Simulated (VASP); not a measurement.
# Co (P6_3/mmc) in VASP: notebook, part 2 of 2

VASP 6.6.1.

**6. Single point, LDA, collinear spin, ferromagnetic start**

Contents of INCAR:

```
ALGO = Normal
EDIFF = 1E-6
ENCUT = 600
GGA_COMPAT = F
ISIF = 2
ISMEAR = -1
ISPIN = 2
LASPH = T
LCHARG = F
LMAXMIX = 4
LORBIT = 11
LREAL = F
LWAVE = F
MAGMOM = 1.83 1.83
NBANDS = 20
NELM = 200
PREC = Accurate
SIGMA = 0.025851999786435532
```

Contents of KPOINTS:

```
k-points
0
Gamma
  3 3 1
```

Contents of POSCAR:

```
Co
1.0
    2.4719999032      0.0000000000      0.0000000000
   -1.2359999516      2.1408147143      0.0000000000
    0.0000000000      0.0000000000      4.0211440800
Co
2
Direct
    0.3333333333      0.6666666667      0.2500000000
    0.6666666667      0.3333333333      0.7500000000
```

Potentials or basis: VASP PAW LDA potentials, release 64 (Co).

Command:

```console
> cat potpaw_LDA.64/Co/POTCAR > POTCAR
> mpirun -np 1 vasp_std > vasp.out
```

OUTCAR:

```text
EDIFF = 1E-6
   ENCUT = 600
   ISIF = 2
   ISMEAR = -1
   ISPIN = 2
   LASPH = T
   LORBIT = 11
   LREAL = F
   NELM = 200
   PREC = Accurate

 ion  position               nearest neighbor table
   1  0.333  0.667  0.250-   2 2.47   2 2.47   2 2.47   2 2.47   2 2.47   2 2.47
   2  0.667  0.333  0.750-   1 2.47   1 2.47   1 2.47   1 2.47   1 2.47   1 2.47

  LATTYP: Found a hexagonal cell.
 ALAT       =     2.4719999032
 C/A-ratio  =     1.6266764715

  Lattice vectors:
[... 331 lines left out ...]
  in kB      -97.4909359    -97.4909359   -237.7484075      0.0000000     -0.0000000      0.0000000
  external PRESSURE =    -144.2434264 kB  Pullay stress =       0.0000000 kB

 VOLUME and BASIS-vectors are now :
 -----------------------------------------------------------------------------
  energy-cutoff  :      600.00
  volume of cell :       21.28
      direct lattice vectors                 reciprocal lattice vectors
     2.471999903  0.000000000  0.000000000     0.404530760  0.233555943  0.000000000
    -1.235999952  2.140814714  0.000000000     0.000000000  0.467111887  0.000000000
     0.000000000  0.000000000  4.021144080     0.000000000  0.000000000  0.248685444

 POSITION                                       TOTAL-FORCE (eV/Angst)
 -----------------------------------------------------------------------------------
     -0.00000      1.42721      1.00529        -0.000000      0.000000      0.000000
      1.23600      0.71360      3.01586         0.000000     -0.000000      0.000000
 -----------------------------------------------------------------------------------
    total drift:                                0.000000     -0.000000     -0.000000

  FREE ENERGIE OF THE ION-ELECTRON SYSTEM (eV)
  ---------------------------------------------------
  free  energy   TOTEN  =       -16.6538515235 eV

  energy  without entropy=      -16.6494247527  energy(sigma->0) =      -16.65163814

 total charge

# of ion       s       p       d       tot
------------------------------------------
    1        0.477   0.537   7.318   8.332
    2        0.477   0.537   7.318   8.332
--------------------------------------------------
tot          0.955   1.074  14.636  16.665

 magnetization (x)

# of ion       s       p       d       tot
------------------------------------------
    1       -0.003   0.011   1.855   1.863
    2       -0.003   0.011   1.855   1.863
--------------------------------------------------
tot         -0.007   0.023   3.710   3.726
```

OSZICAR:

```text
N       E                     dE             d eps       ncg     rms          rms(c)
DAV:   1     0.870643852152E+02    0.87064E+02   -0.88167E+03   264   0.136E+03
DAV:   2    -0.143594105659E+02   -0.10142E+03   -0.91389E+02   240   0.230E+02
DAV:   3    -0.186682095704E+02   -0.43088E+01   -0.41762E+01   280   0.579E+01
DAV:   4    -0.187351988589E+02   -0.66989E-01   -0.66959E-01   292   0.631E+00
DAV:   5    -0.187368651232E+02   -0.16663E-02   -0.16662E-02   288   0.898E-01    0.153E+01
DAV:   6    -0.170755913869E+02    0.16613E+01   -0.75527E+00   264   0.536E+01    0.761E+00
DAV:   7    -0.167081192740E+02    0.36747E+00   -0.12327E+00   280   0.193E+01    0.463E+00
DAV:   8    -0.166650363183E+02    0.43083E-01   -0.20806E-02   384   0.229E+00    0.195E+00
DAV:   9    -0.166540528857E+02    0.10983E-01   -0.42871E-03   364   0.126E+00    0.799E-01
DAV:  10    -0.166532117656E+02    0.84112E-03   -0.10790E-02   272   0.162E+00    0.318E-01
DAV:  11    -0.166537047568E+02   -0.49299E-03   -0.11591E-03   284   0.543E-01    0.204E-01
DAV:  12    -0.166538123757E+02   -0.10762E-03   -0.68561E-05   276   0.116E-01    0.104E-01
DAV:  13    -0.166538511189E+02   -0.38743E-04   -0.10884E-04   276   0.144E-01    0.132E-02
DAV:  14    -0.166538515235E+02   -0.40454E-06   -0.51676E-06   284   0.205E-02
   1 F= -.16653852E+02 E0= -.16651638E+02  d E =-.442677E-02  mag=     3.7778
```

stdout:

```text
POSCAR found type information on POSCAR Co
 POSCAR found :  1 types and       2 ions
 scaLAPACK will be used
 LDA part: xc-table for (Slater(with rela. corr.)+CA(PZ))
 , standard interpolation
 POSCAR, INCAR and KPOINTS ok, starting setup
 FFT: planning ... GRIDC
 FFT: planning ... GRID_SOFT
 FFT: planning ... GRID
 WAVECAR not read
 entering main loop
```

Run time: 3.2 s. Hardware: 1 thread of Intel Xeon 6975P-C (Granite Rapids), shared host; peak memory 0.12 GiB.

Results:

- Free energy: -16.6539 eV
- Pressure: -14.4 GPa
- Net moment: 3.78 μB per cell
- Site moments: Co +1.86 μB
- Valence electrons inside the program's atomic spheres: Co 8.33

Stress tensor (GPa, compression positive):
```
 -9.75   0.00   0.00
  0.00  -9.75   0.00
  0.00   0.00 -23.77
```

Caveat: the k points lie up to 1.56 Å⁻¹ apart.

**7. Summary**

```tsv
task	level	potentials or basis	cell	k mesh	cutoff (eV)	smearing	gap on the mesh (eV)	pressure (GPa)	moment (μB)
single point	PBE	VASP PAW PBE potentials, release 64 (Co)	as given	3 × 3 × 2	520	gaussian 0.1 eV	none	6.0	3.01
single point	PBE	VASP PAW PBE potentials, release 64 (Co)	as given	6 × 6 × 4	520	gaussian 0.1 eV	none	3.2	3.16
relaxation of the atoms	PBE	VASP PAW PBE potentials, release 64 (Co)	atoms relaxed	3 × 3 × 2	520	gaussian 0.1 eV	none	6.0	3.01
single point	PBE	VASP PAW PBE potentials, release 64 (Co)	as given	3 × 3 × 1	600	gaussian 0.1 eV	none	4.0	3.68
single point	LDA	VASP PAW LDA potentials, release 64 (Co)	as given	3 × 3 × 1	600	fermi-dirac 0.025852 eV	none	-14.4	3.78
```

Alike in all rows: spin collinear, ferromagnetic start.

Caveats: all runs use coarse meshes; the relaxation stopped at its first step, so nothing moved (some runs).

Total energies depend on the potentials used, so only differences within one code and one set of settings carry meaning.
